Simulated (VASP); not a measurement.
# SiC (P6_3mc) in VASP: notebook, part 2 of 2

VASP 6.6.1.

### Step 3. Single point, PBE

This run uses another cell than the first one, of 10.81 Å³/atom.

File INCAR:

```
SYSTEM = SiC
PREC = Accurate ; ENCUT = 520
EDIFF = 1E-6 ; ISMEAR = 0
SIGMA = 0.05 ; LREAL = .False.
LASPH = .True. ; NELM = 60
ALGO = Normal ; ISIF = 2
LWAVE = .False. ; LCHARG = .False.
GGA = PE ; NBANDS = 26
```

File KPOINTS:

```
Automatic mesh
0
Gamma
  12 12 4
  0 0 0
```

File POSCAR:

```
SiC
1.0
    3.0219000000      0.0000000000      0.0000000000
   -1.5109500000      2.6170421677      0.0000000000
    0.0000000000      0.0000000000     10.9395000000
Si C
4 4
Direct
    0.6666666667      0.3333333333      0.9378436843
    0.3333333333      0.6666666667      0.4378436843
    0.0000000000      0.0000000000      0.6878989045
    0.0000000000      0.0000000000      0.1878989045
    0.6666666667      0.3333333333      0.7498087506
    0.3333333333      0.6666666667      0.2498087506
    0.0000000000      0.0000000000      0.5004476606
    0.0000000000      0.0000000000      0.0004476606
```

Potentials or basis: VASP PAW PBE potentials, release 64 (Si, C).

The run is started by

```sh
cat potpaw_PBE.64/Si/POTCAR potpaw_PBE.64/C/POTCAR > POTCAR
mpirun -np 1 vasp_std > vasp.out
```

OUTCAR:

```text
SYSTEM = SiC
   PREC = Accurate
   ENCUT = 520
   EDIFF = 1E-6
   ISMEAR = 0
   LREAL = .False.
   LASPH = .True.
   NELM = 60
   ISIF = 2
   GGA = PE

 ion  position               nearest neighbor table
   1  0.667  0.333  0.938-   8 1.87   8 1.87   8 1.87   5 2.06
   2  0.333  0.667  0.438-   7 1.87   7 1.87   7 1.87   6 2.06
   3  0.000  0.000  0.688-   5 1.87   5 1.87   5 1.87   7 2.05
   4  0.000  0.000  0.188-   6 1.87   6 1.87   6 1.87   8 2.05
   5  0.667  0.333  0.750-   3 1.87   3 1.87   3 1.87   1 2.06
   6  0.333  0.667  0.250-   4 1.87   4 1.87   4 1.87   2 2.06
   7  0.000  0.000  0.500-   2 1.87   2 1.87   2 1.87   3 2.05
   8  0.000  0.000  0.000-   1 1.87   1 1.87   1 1.87   4 2.05

  LATTYP: Found a hexagonal cell.
 ALAT       =     3.0219000000
 C/A-ratio  =     3.6200734637

  Lattice vectors:

 A1 = (   3.0219000000,   0.0000000000,   0.0000000000)
 A2 = (  -1.5109500000,   2.6170421677,   0.0000000000)
 A3 = (   0.0000000000,   0.0000000000,  10.9395000000)

Analysis of symmetry for initial positions (statically):
=====================================================================
 Subroutine PRICEL returns:
 Original cell was already a primitive cell.

 Routine SETGRP: Setting up the symmetry group for a
 hexagonal supercell.

 Subroutine GETGRP returns: Found 12 space group operations
 (whereof  6 operations were pure point group operations)
 out of a pool of 24 trial point group operations.

The static configuration has the point symmetry C_3v.
 The point group associated with its full space group is C_6v.

Analysis of symmetry for dynamics (positions and initial velocities):
=====================================================================
 Subroutine PRICEL returns:
 Original cell was already a primitive cell.

 Routine SETGRP: Setting up the symmetry group for a
 hexagonal supercell.

 Subroutine GETGRP returns: Found 12 space group operations
 (whereof  6 operations were pure point group operations)
 out of a pool of 24 trial point group operations.

The dynamic configuration has the point symmetry C_3v.
 The point group associated with its full space group is C_6v.

 Subroutine INISYM returns: Found 12 space group operations
 (whereof  6 operations are pure point group operations),
 and found     1 'primitive' translations

----------------------------------------------------------------------------------------

                                     Primitive cell

  volume of cell :      86.5144

  direct lattice vectors                    reciprocal lattice vectors
     3.021900000  0.000000000  0.000000000     0.330917635  0.191055385  0.000000000
    -1.510950000  2.617042168  0.000000000     0.000000000  0.382110771  0.000000000
     0.000000000  0.000000000 10.939500000     0.000000000  0.000000000  0.091411856

  length of vectors
     3.021900000  3.021900000 10.939500000     0.382110771  0.382110771  0.091411856

  position of ions in fractional coordinates (direct lattice)
     0.666666667  0.333333333  0.937843684
     0.333333333  0.666666667  0.437843684
     0.000000000  0.000000000  0.687898905
     0.000000000  0.000000000  0.187898905
     0.666666667  0.333333333  0.749808751
     0.333333333  0.666666667  0.249808751
     0.000000000  0.000000000  0.500447661
     0.000000000  0.000000000  0.000447661
[... 35 lines left out ...]

 Found     57 irreducible k-points:

 Following reciprocal coordinates:
            Coordinates               Weight
  0.000000  0.000000  0.000000      1.000000
  0.083333 -0.000000  0.000000      6.000000
  0.166667  0.000000  0.000000      6.000000
  0.250000  0.000000  0.000000      6.000000
  0.333333  0.000000  0.000000      6.000000
  0.416667 -0.000000  0.000000      6.000000
[... 16 lines left out ...]
  0.250000  0.000000  0.250000     12.000000
  0.333333  0.000000  0.250000     12.000000
 [... further k-points ...]
   k-points           NKPTS =     57   k-points in BZ     NKDIM =     57   number of bands    NBANDS=     26
   number of dos      NEDOS =    301   number of ions     NIONS =      8
   total plane-waves  NPLWV =  48384
   dimension x,y,z NGX =    24 NGY =   24 NGZ =   84
   dimension x,y,z NGXF=    48 NGYF=   48 NGZF=  168
   ions per type =               4   4
   NGX,Y,Z   is equivalent  to a cutoff of  13.20, 13.20, 12.77 a.u.
   NGXF,Y,Z  is equivalent  to a cutoff of  26.41, 26.41, 25.53 a.u.
 SYSTEM =  SiC
   PREC   = accura    normal or accurate (medium, high low for compatibility)
   ISTART =      0    job   : 0-new  1-cont  2-samecut
   ICHARG =      2    charge: 1-file 2-atom 10-const
   ISPIN  =      1    spin polarized calculation?
   LNONCOLLINEAR =      F non collinear calculations
   LSORBIT =      F    spin-orbit coupling
   LASPH  =      T    aspherical Exc in radial PAW
   ENCUT  =  520.0 eV  38.22 Ry    6.18 a.u.   5.62  5.62 20.34*2*pi/ulx,y,z
   NELM   =     60;   NELMIN=  2; NELMDL= -5     # of ELM steps
   EDIFF  = 0.1E-05   stopping-criterion for ELM
   LREAL  =      F    real-space projection
[... 7 lines left out ...]
   TEBEG  =    0.0;   TEEND  =   0.0 temperature during run
   PSTRESS=    0.0 pullay stress
   NELECT =      32.0000    total number of electrons
   NUPDOWN=      -1.0000    fix difference up-down
   EMIN   =  10.00;   EMAX   =-10.00  energy-range for DOS
   EFERMI =   0.00;   METHOD = LEGACY
   ISMEAR =     0;   SIGMA  =   0.05  broadening in eV -4-tet -1-fermi 0-gaus
   EFERMI_NEDOS =   21; number of points for ismear=-14 and -15
   IALGO  =     38    algorithm
   IMIX   =      4    mixing-type and parameters
     AMIX     =   0.40;   BMIX     =  1.00
     AMIX_MAG =   1.60;   BMIX_MAG =  1.00
  volume/ion in A,a.u.               =      10.81        72.98
  Fermi-wavevector in a.u.,A,eV,Ry     =   1.175156  2.220722 18.789521  1.380991
  Thomas-Fermi vector in A             =   2.311541
   LORBIT       =      0    0 simple, 1 ext, 2 COOP (PROOUT), +10 PAW based schemes
   GGA     = PE    functional components
   LHFCALC =     F    Hartree Fock is set to
   AEXX    =    0.0000 exact exchange contribution
   IVDW    =     0    specifies the selected vdW correction
   LEPSILON=     F    determine dielectric tensor
   LRPA    =     F    only Hartree local field effects (RPA)
 non-spin polarized calculation
 Gauss-broadening in eV      SIGMA  =   0.05
  energy-cutoff  :      520.00
  volume of cell :       86.51
 maximum number of plane-waves:      2369
 NGX is ok and might be reduce to    24
   NGX = 11   NGY = 11   NGZ = 41

 number of electron      31.9999994 magnetization

 Free energy of the ion-electron system (eV)
  ---------------------------------------------------
  ext. energy  EPLUGINS =         0.00000000
  ---------------------------------------------------
  free energy    TOTEN  =       -59.34734720 eV

  energy without entropy =      -59.34734720  energy(sigma->0) =      -59.34734720

 E-fermi :   8.1161     XC(G=0): -11.1612

 val. band max:        7.8605271823   @ k =   0.0000   0.0000   0.0000
 cond. band min:       9.5141360402   @ k =   0.5000   0.0000   0.0000
 fundamental gap:      1.6536088580
 Fermi energy:         8.1161227850

 k-point     1 :       0.0000    0.0000    0.0000
  band No.  band energies     occupation
      1      -7.4867      2.00000
      2      -6.5314      2.00000
      3      -6.5285      2.00000
      4      -4.8384      2.00000
      5      -0.7740      2.00000
      6       2.6977      2.00000
[... 685 lines left out ...]
     25      15.6950      0.00000
     26      16.1686      0.00000

 [... further k-points ...]

------------------------ aborting loop because EDIFF is reached ----------------------------------------

  FORCE on cell =-STRESS in cart. coord.  units (eV):
  Direction    XX          YY          ZZ          XY          YZ          ZX
  --------------------------------------------------------------------------------------
  -------------------------------------------------------------------------------------
  Total        6.5785037      6.5785037    -18.3078917      0.0000000     -0.0000000      0.0000000
  in kB      121.8286487    121.8286487   -339.0475690      0.0000000     -0.0000000      0.0000000
  external PRESSURE =     -31.7967572 kB  Pullay stress =       0.0000000 kB

 VOLUME and BASIS-vectors are now :
 -----------------------------------------------------------------------------
  energy-cutoff  :      520.00
  volume of cell :       86.51
      direct lattice vectors                 reciprocal lattice vectors
     3.021900000  0.000000000  0.000000000     0.330917635  0.191055385  0.000000000
    -1.510950000  2.617042168  0.000000000     0.000000000  0.382110771  0.000000000
     0.000000000  0.000000000 10.939500000     0.000000000  0.000000000  0.091411856

 POSITION                                       TOTAL-FORCE (eV/Angst)
 -----------------------------------------------------------------------------------
      1.51095      0.87235     10.25954         0.000000      0.000000     -0.251211
     -0.00000      1.74469      4.78979        -0.000000     -0.000000     -0.251211
      0.00000      0.00000      7.52527         0.000000     -0.000000     -0.353681
      0.00000      0.00000      2.05552         0.000000      0.000000     -0.353681
      1.51095      0.87235      8.20253         0.000000     -0.000000      0.335012
     -0.00000      1.74469      2.73278        -0.000000      0.000000      0.335012
      0.00000      0.00000      5.47465         0.000000     -0.000000      0.269881
      0.00000      0.00000      0.00490         0.000000      0.000000      0.269881
 -----------------------------------------------------------------------------------
    total drift:                               -0.000000     -0.000000      0.002248

  FREE ENERGIE OF THE ION-ELECTRON SYSTEM (eV)
  ---------------------------------------------------
  free  energy   TOTEN  =       -59.3473471985 eV

  energy  without entropy=      -59.3473471985  energy(sigma->0) =      -59.34734720
```

It took 1.7 min on 1 thread of Intel Xeon Platinum 8259CL at 2.50GHz (Skylake/Cascade Lake), shared host; peak memory 0.25 GiB.

What came out:

| Property | Result |
| --- | --- |
| Free energy | -59.3473 eV |
| Pressure | -3.2 GPa |
| Largest force | 0.354 eV/Å |
| Band gap on the k mesh | 1.65 eV (least direct gap 3.04 eV) |

Forces in eV/Å, atoms in the order of the input:
```
Si   0.000  0.000 -0.251
Si   0.000  0.000 -0.251
Si   0.000  0.000 -0.354
Si   0.000  0.000 -0.354
C    0.000  0.000  0.335
C    0.000  0.000  0.335
C    0.000  0.000  0.270
C    0.000  0.000  0.270
```

Caveat: the stress differs along the axes, from -34 to 12 GPa. A k mesh can miss the band edges.
